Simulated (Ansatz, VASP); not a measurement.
## One calculation of WS2, two programs

```
W S
1.0
     1.54677    0.89303    6.03751
    -1.54677    0.89303    6.03751
     0.00000   -1.78605    6.03751
W S
1 2
Direct
  0.00000 0.00000 0.00000
  0.75030 0.75030 0.75030
  0.58100 0.58100 0.58100
```

Change from the starting cell: volume scaled by 0.94, crystal datasets.

Alike in both runs: task electric field gradients; functional PBEsol; k mesh 15 × 15 × 15; occupations fermi-dirac, width 0.03 eV; no spin polarisation.

```csv
,VASP,Ansatz
version,VASP 6.6.1,Ansatz 0.2.0
potentials or method,"VASP PAW PBE potentials, release 64 (W_sv, S), cutoff 520 eV","all-electron PAW with datasets made for the crystal, scalar-relativistic"
```

VASP gave:

* pressure (GPa): 11.4
* traceless stress, the component that is largest in VASP (GPa): 1.44
* rms of the force components (eV/Å): 0.613
* size of Vzz on the site where it differs most (V/Å²): 167.3

**Question.** Estimate Ansatz's values.

**Answer.** Pressure (GPa): 11.2; traceless stress, the component that is largest in VASP (GPa): 1.39; rms of the force components (eV/Å): 0.601; size of Vzz on the site where it differs most (V/Å²): 182.2.

VASP's potentials were made for PBE, not for PBEsol. Atom by atom the forces differ by 0.013 eV/Å (rms over components). Ansatz ran all-electron here, and VASP with PAW potentials.

Spin-orbit coupling is off throughout.
